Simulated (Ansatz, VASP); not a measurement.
Two plane-wave programs on Sr

```
CELL_PARAMETERS angstrom
3.96636 0.00000 0.00000
0.00000 3.96636 0.00000
0.00000 0.00000 3.96636
ATOMIC_POSITIONS crystal
Sr 0.00000 0.00000 0.00000
```

Alike in both runs: functional BLYP; k mesh 8 × 8 × 8; occupations fermi-dirac, width 0.1 eV; no spin polarisation.

Ansatz relaxed the structure, and its values are those at the end. VASP's run is a single point on that final structure, the one shown.

|  | VASP | Ansatz |
| --- | --- | --- |
| version | VASP 6.6.1 | Ansatz 0.2.0 |
| potentials or method | VASP PAW PBE potentials, release 64 (Sr_sv), cutoff 500 eV | plane waves (420 eV) with PAW, scalar-relativistic |
| valence electrons in the cell | 10 | 10 |

|  | VASP | Ansatz | Ansatz less VASP |
| --- | --- | --- | --- |
| pressure (GPa) | 0.0 | 0.0 | +0.02 |

VASP's potentials were made for PBE, not for BLYP. With one functional, cell and mesh, what is left measures potentials, basis and numerics.
